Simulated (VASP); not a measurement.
# SiC (P1) in VASP: single point with r2SCAN

Aim: the single point of SiC with r2SCAN.

All numbers are computed with VASP 6.6.1; they aren't measurements. Logs are shortened: lines on timing, memory, paths and dates and some standing lists are left out, and cuts for length are marked.

### Step 1. The cell of the first run

The typed cell holds 16 atoms: a = 6.151 Å, b = 6.151 Å, c = 5.048 Å, α = 90.00°, β = 90.00°, γ = 120.00°.

### Step 2. Single point, r2SCAN

Input file POSCAR:

```
SiC
1.0
    6.1507128199      0.0000000001      0.0000000000
   -3.0753564100      5.3266735534      0.0000000000
    0.0000000000      0.0000000000      5.0481087359
Si C
8 8
Direct
    0.1500774458      0.3229197327      0.4821007485
    0.3381144919      0.1654342041      0.9950528530
    0.1655328938      0.8349524249      0.5018556716
    0.3399948908      0.6713998829      0.9955013378
    0.6629633760      0.3356255986      0.5061224181
    0.8473684423      0.1724795016      1.0010008232
    0.6611898496      0.8230600122      0.5083073948
    0.8359317522      0.6733857376      1.0073485470
    0.1665985392      0.3449101924      0.8771257181
    0.3442773097      0.1733239311      0.3643358525
    0.1730615563      0.8458151142      0.8747186780
    0.3123311687      0.6537900183      0.3734939358
    0.6720297134      0.3277047077      0.8784654277
    0.8236035473      0.1550506130      0.3812926981
    0.6727207061      0.8391283894      0.8761427757
    0.8326342746      0.6620141003      0.3763918528
```

Input file INCAR.step1:

```
SYSTEM = SiC
ALGO     = Normal         ! electronic algorithm
EDIFF    = 1E-4           ! SCF threshold, eV
ENCUT    = 520            ! plane-wave cutoff, eV
GGA      = PE             ! functional
ISMEAR   = -1             ! smearing method
LASPH    = .True.         ! aspherical terms in the spheres
LCHARG   = .False.        ! write CHGCAR
LREAL    = Auto         
LWAVE    = .True.         ! write WAVECAR
NBANDS   = 46             ! bands
NELM     = 80             ! most SCF steps
PREC     = Accurate       ! precision mode
SIGMA    = 0.052          ! smearing width, eV
```

Input file INCAR.step2:

```
SYSTEM = SiC
ALGO     = Normal         ! electronic algorithm
EDIFF    = 1E-6           ! SCF threshold, eV
ENCUT    = 520            ! plane-wave cutoff, eV
ISIF     = 2              ! what is computed and relaxed
ISMEAR   = -1             ! smearing method
ISTART   = 1            
LASPH    = .True.         ! aspherical terms in the spheres
LCHARG   = .True.         ! write CHGCAR
LELF     = .True.         ! ELF
LMIXTAU  = .True.       
LREAL    = Auto         
LVHAR    = .True.       
LWAVE    = .False.        ! write WAVECAR
METAGGA  = R2SCAN         ! meta-GGA
NBANDS   = 46             ! bands
NELM     = 80             ! most SCF steps
PREC     = Accurate       ! precision mode
SIGMA    = 0.052          ! smearing width, eV
```

Input file KPOINTS:

```
k-points
0
Gamma
  3 3 4
  0 0 0
```

Potentials or basis: VASP PAW PBE potentials, release 64 (Si, C).

Run with:

```sh
$ cat potpaw_PBE.64/Si/POTCAR potpaw_PBE.64/C/POTCAR > POTCAR
$ cp INCAR.step1 INCAR
$ mpirun -np 1 vasp_std > vasp.out
$ cp INCAR.step2 INCAR
$ mpirun -np 1 vasp_std > vasp.out
```

OUTCAR:

```text
SYSTEM = SiC
   EDIFF = 1E-6
   ENCUT = 520
   ISIF = 2
   ISMEAR = -1
   ISTART = 1
   LASPH = .True.
   LREAL = Auto
   METAGGA = R2SCAN
   NELM = 80
   PREC = Accurate

 ion  position               nearest neighbor table
   1  0.150  0.323  0.482-  14 1.81  12 1.85  10 1.93   9 2.00   6 2.92   5 3.04   7 3.04   3 3.05
                             2 3.07   6 3.08   4 3.08   3 3.10   7 3.11   5 3.12
   2  0.338  0.165  0.995-  11 1.81  10 1.86  13 1.87   9 1.96   5 3.01   6 3.04   4 3.04   3 3.05
                             8 3.06   1 3.07   8 3.09   3 3.11   4 3.11   5 3.11   6 3.11
   3  0.166  0.835  0.502-  12 1.87  11 1.88  16 1.88  10 1.93   2 3.05   1 3.05   8 3.05   7 3.07
                             5 3.07   4 3.07   5 3.08   7 3.09   8 3.10   1 3.10   2 3.11   4 3.13
   4  0.340  0.671  0.996-   9 1.84  15 1.87  12 1.91  11 1.92   7 3.00   2 3.04   8 3.04   6 3.05
                             3 3.07   1 3.08   6 3.10   7 3.10   2 3.11   8 3.11   3 3.13
   5  0.663  0.336  0.506-  10 1.84  16 1.86  13 1.88  14 1.92   7 3.00   2 3.01   1 3.04   3 3.07
                             3 3.08   8 3.09   8 3.10   2 3.11   6 3.11   1 3.12   7 3.15
   6  0.847  0.172  0.001-   9 1.81  13 1.87  15 1.88  14 1.92   1 2.92   8 3.04   2 3.04   4 3.05
                             1 3.08   4 3.10   7 3.11   5 3.11   2 3.11   8 3.12
   7  0.661  0.823  0.508-  15 1.86  14 1.88  16 1.89  12 1.98   4 3.00   5 3.00   1 3.04   8 3.06
                             8 3.06   3 3.07   3 3.09   4 3.10   6 3.11   1 3.11   5 3.15
   8  0.836  0.673  0.007-  16 1.86  15 1.87  11 1.92  13 1.95   6 3.04   4 3.04   3 3.05   7 3.06
                             2 3.06   7 3.06   2 3.09   5 3.09   3 3.10   5 3.10   4 3.11   6 3.12
   9  0.167  0.345  0.877-   6 1.81   4 1.84   2 1.96   1 2.00
  10  0.344  0.173  0.364-   5 1.84   2 1.86   1 1.93   3 1.93
  11  0.173  0.846  0.875-   2 1.81   3 1.88   8 1.92   4 1.92
  12  0.312  0.654  0.373-   1 1.85   3 1.87   4 1.91   7 1.98
  13  0.672  0.328  0.878-   6 1.87   2 1.87   5 1.88   8 1.95
  14  0.824  0.155  0.381-   1 1.81   7 1.88   6 1.92   5 1.92
  15  0.673  0.839  0.876-   7 1.86   4 1.87   8 1.87   6 1.88
  16  0.833  0.662  0.376-   5 1.86   8 1.86   3 1.88   7 1.89

  LATTYP: Found a hexagonal cell.
 ALAT       =     6.1507128199
 C/A-ratio  =     0.8207355609

  Lattice vectors:

 A1 = (   6.1507128199,   0.0000000001,   0.0000000000)
 A2 = (  -3.0753564100,   5.3266735534,   0.0000000000)
 A3 = (   0.0000000000,   0.0000000000,   5.0481087359)

Analysis of symmetry for initial positions (statically):
=====================================================================
 Subroutine PRICEL returns:
 Original cell was already a primitive cell.

 Routine SETGRP: Setting up the symmetry group for a
 hexagonal supercell.

 Subroutine GETGRP returns: Found  1 space group operations
 (whereof  1 operations were pure point group operations)
 out of a pool of 24 trial point group operations.

The static configuration has the point symmetry C_1 .

Analysis of symmetry for dynamics (positions and initial velocities):
=====================================================================
 Subroutine PRICEL returns:
 Original cell was already a primitive cell.

 Routine SETGRP: Setting up the symmetry group for a
 hexagonal supercell.

 Subroutine GETGRP returns: Found  1 space group operations
 (whereof  1 operations were pure point group operations)
 out of a pool of 24 trial point group operations.

The dynamic configuration has the point symmetry C_1 .

 Subroutine INISYM returns: Found  1 space group operations
 (whereof  1 operations are pure point group operations),
 and found     1 'primitive' translations

----------------------------------------------------------------------------------------

                                     Primitive cell

  volume of cell :     165.3904

  direct lattice vectors                    reciprocal lattice vectors
     6.150712820  0.000000000  0.000000000     0.162582782  0.093867213  0.000000000
    -3.075356410  5.326673553  0.000000000    -0.000000000  0.187734426  0.000000000
     0.000000000  0.000000000  5.048108736     0.000000000  0.000000000  0.198093990

  length of vectors
     6.150712820  6.150712820  5.048108736     0.187734426  0.187734426  0.198093990

  position of ions in fractional coordinates (direct lattice)
     0.150077446  0.322919733  0.482100749
     0.338114492  0.165434204  0.995052853
     0.165532894  0.834952425  0.501855672
     0.339994891  0.671399883  0.995501338
     0.662963376  0.335625599  0.506122418
     0.847368442  0.172479502  0.001000823
[... 8 lines left out ...]
     0.672720706  0.839128389  0.876142776
     0.832634275  0.662014100  0.376391853

  ion indices of the primitive-cell ions
   primitive index   ion index
                 1           1
                 2           2
                 3           3
                 4           4
                 5           5
                 6           6
[... 8 lines left out ...]
                15          15
                16          16

----------------------------------------------------------------------------------------

 KPOINTS: k-points

Automatic generation of k-mesh.
 Grid dimensions read from file:
 generate k-points for:    3    3    4

 Generating k-lattice:

  Cartesian coordinates                     Fractional coordinates (reciprocal lattice)
     0.054194261  0.031289071  0.000000000     0.333333333  0.000000000  0.000000000
    -0.000000000  0.062578142  0.000000000    -0.000000000  0.333333333  0.000000000
     0.000000000  0.000000000  0.049523497     0.000000000  0.000000000  0.250000000

  Length of vectors
     0.062578142  0.062578142  0.049523497

  Shift w.r.t. Gamma in fractional coordinates (k-lattice)
     0.000000000  0.000000000  0.000000000

 Subroutine IBZKPT returns following result:
 ===========================================

 Found     19 irreducible k-points:

 Following reciprocal coordinates:
            Coordinates               Weight
  0.000000  0.000000  0.000000      1.000000
  0.333333 -0.000000  0.000000      2.000000
  0.000000  0.333333  0.000000      2.000000
 -0.333333  0.333333  0.000000      2.000000
  0.333333  0.333333  0.000000      2.000000
  0.000000  0.000000  0.250000      2.000000
[... 11 lines left out ...]
 -0.333333  0.333333  0.500000      2.000000
  0.333333  0.333333  0.500000      2.000000
   k-points           NKPTS =     19   k-points in BZ     NKDIM =     19   number of bands    NBANDS=     46
   number of dos      NEDOS =    301   number of ions     NIONS =     16
   total plane-waves  NPLWV =  92160
   dimension x,y,z NGX =    48 NGY =   48 NGZ =   40
   dimension x,y,z NGXF=    96 NGYF=   96 NGZF=   80
   ions per type =               8   8
   NGX,Y,Z   is equivalent  to a cutoff of  12.97, 12.97, 13.17 a.u.
   NGXF,Y,Z  is equivalent  to a cutoff of  25.95, 25.95, 26.35 a.u.
 SYSTEM =  SiC
   PREC   = accura    normal or accurate (medium, high low for compatibility)
   ISTART =      1    job   : 0-new  1-cont  2-samecut
   ICHARG =      0    charge: 1-file 2-atom 10-const
   ISPIN  =      1    spin polarized calculation?
   LNONCOLLINEAR =      F non collinear calculations
   LSORBIT =      F    spin-orbit coupling
   LASPH  =      T    aspherical Exc in radial PAW
   ENCUT  =  520.0 eV  38.22 Ry    6.18 a.u.  11.44 11.44  9.39*2*pi/ulx,y,z
   NELM   =     80;   NELMIN=  2; NELMDL=  0     # of ELM steps
   EDIFF  = 0.1E-05   stopping-criterion for ELM
   LREAL  =      T    real-space projection
   EDIFFG = 0.1E-04   stopping-criterion for IOM
   NSW    =      0    number of steps for IOM
   IBRION =     -1    ionic relax: 0-MD 1-quasi-New 2-CG
   NFREE  =      0    steps in history (QN), initial steepest desc. (CG)
   ISIF   =      2    stress and relaxation
   ISYM   =      2    0-nonsym 1-usesym 2-fastsym
   POTIM  = 0.5000    time-step for ionic-motion
   TEBEG  =    0.0;   TEEND  =   0.0 temperature during run
   PSTRESS=    0.0 pullay stress
   NELECT =      64.0000    total number of electrons
   NUPDOWN=      -1.0000    fix difference up-down
   EMIN   =  10.00;   EMAX   =-10.00  energy-range for DOS
   EFERMI =   0.00;   METHOD = LEGACY
   ISMEAR =    -1;   SIGMA  =   0.05  broadening in eV -4-tet -1-fermi 0-gaus
   EFERMI_NEDOS =   21; number of points for ismear=-14 and -15
   IALGO  =     38    algorithm
   IMIX   =      4    mixing-type and parameters
     AMIX     =   0.40;   BMIX     =  1.00
     AMIX_MAG =   1.60;   BMIX_MAG =  1.00
  volume/ion in A,a.u.               =      10.34        69.76
  Fermi-wavevector in a.u.,A,eV,Ry     =   1.192975  2.254396 19.363673  1.423190
  Thomas-Fermi vector in A             =   2.329001
   LORBIT       =      0    0 simple, 1 ext, 2 COOP (PROOUT), +10 PAW based schemes
   METAGGA = R2SCAN    functional components
   LHFCALC =     F    Hartree Fock is set to
   AEXX    =    0.0000 exact exchange contribution
   IVDW    =     0    specifies the selected vdW correction
   LEPSILON=     F    determine dielectric tensor
   LRPA    =     F    only Hartree local field effects (RPA)
 non-spin polarized calculation
  energy-cutoff  :      520.00
  volume of cell :      165.39
 maximum number of plane-waves:      4482
 NGX is ok and might be reduce to    48
   NGX = 23   NGY = 23   NGZ = 19

 number of electron      64.0000000 magnetization

 Free energy of the ion-electron system (eV)
  ---------------------------------------------------
  ext. energy  EPLUGINS =         0.00000000
  ---------------------------------------------------
  free energy    TOTEN  =      -153.85926811 eV

  energy without entropy =     -153.85926811  energy(sigma->0) =     -153.85926811

 E-fermi :   9.3598     XC(G=0): -11.9297

 val. band max:        8.2518734428   @ k =   0.0000   0.0000   0.0000
 cond. band min:      10.7598573504   @ k =   0.3333   0.3333   0.0000
 fundamental gap:      2.5079839075
 Fermi energy:         9.3598454817

 k-point     1 :       0.0000    0.0000    0.0000
  band No.  band energies     occupation
      1      -8.2214      2.00000
      2      -4.9175      2.00000
      3      -4.8565      2.00000
      4      -4.7674      2.00000
      5      -4.5631      2.00000
      6      -3.4232      2.00000
[... 882 lines left out ...]
     43      16.0547      0.00000
     44      16.1562      0.00000
 [bands above 44 left out]

------------------------ aborting loop because EDIFF is reached ----------------------------------------

  FORCE on cell =-STRESS in cart. coord.  units (eV):
  Direction    XX          YY          ZZ          XY          YZ          ZX
  --------------------------------------------------------------------------------------
  -------------------------------------------------------------------------------------
  Total       -0.3330038      1.7609285      0.5986886      1.1514048      0.3564207      0.0943838
  in kB       -3.2258900     17.0585488      5.7996436     11.1539419      3.4527354      0.9143191
  external PRESSURE =       6.5441008 kB  Pullay stress =       0.0000000 kB

 VOLUME and BASIS-vectors are now :
 -----------------------------------------------------------------------------
  energy-cutoff  :      520.00
  volume of cell :      165.39
      direct lattice vectors                 reciprocal lattice vectors
     6.150712820  0.000000000  0.000000000     0.162582782  0.093867213  0.000000000
    -3.075356410  5.326673553  0.000000000    -0.000000000  0.187734426  0.000000000
     0.000000000  0.000000000  5.048108736     0.000000000  0.000000000  0.198093990

 POSITION                                       TOTAL-FORCE (eV/Angst)
 -----------------------------------------------------------------------------------
     -0.07001      1.72009      2.43370         1.379026      0.521828      1.646437
      1.57088      0.88121      5.02313        -0.418903      1.500224      0.085065
     -1.54963      4.44752      2.53342         0.125862      0.297603     -0.454025
      0.02642      3.57633      5.02540        -0.837803      0.317450      0.514198
      3.04553      1.78777      2.55496         1.112126     -0.600616     -0.304342
      4.68148      0.91874      0.00505        -1.408276     -0.573840      0.384698
[... 8 lines left out ...]
      1.55709      4.46976      4.42286         0.133635     -0.437318      0.455463
      3.08537      3.52633      1.90007        -0.427527      0.699024      0.486912
 -----------------------------------------------------------------------------------
    total drift:                               -0.004920      0.005559     -0.016550

  FREE ENERGIE OF THE ION-ELECTRON SYSTEM (eV)
  ---------------------------------------------------
  free  energy   TOTEN  =      -153.8592681129 eV

  energy  without entropy=     -153.8592681129  energy(sigma->0) =     -153.85926811
```

Wall time 8.4 min (1 thread of Intel Xeon 6975P-C, shared host); peak memory 0.34 GiB.

Results:

| Property | Result |
| --- | --- |
| Free energy | -153.8593 eV |
| Pressure | 0.7 GPa |
| Largest force | 2.241 eV/Å |
| Band gap on the k mesh | 2.51 eV |

Forces in eV/Å, atoms in the order of the input:
```
Si   1.379  0.522  1.646
Si  -0.419  1.500  0.085
Si   0.126  0.298 -0.454
Si  -0.838  0.317  0.514
Si   1.112 -0.601 -0.304
Si  -1.408 -0.574  0.385
Si  -0.703  0.083 -1.065
Si   0.571 -0.903 -0.834
C    1.749 -0.903 -1.071
C   -1.469 -0.935  1.073
C   -0.101 -1.426 -0.067
C    1.471  1.139  0.008
C   -0.686  1.271 -0.083
C   -0.489 -0.050 -0.774
C    0.134 -0.437  0.455
C   -0.428  0.699  0.487
```

Stress tensor (GPa, compression positive):
```
-0.32  1.12  0.09
 1.12  1.71  0.35
 0.09  0.35  0.58
```

Caveat: the PAW data sets were made with another functional, which shifts forces and pressure a little. A k mesh can miss the band edges.
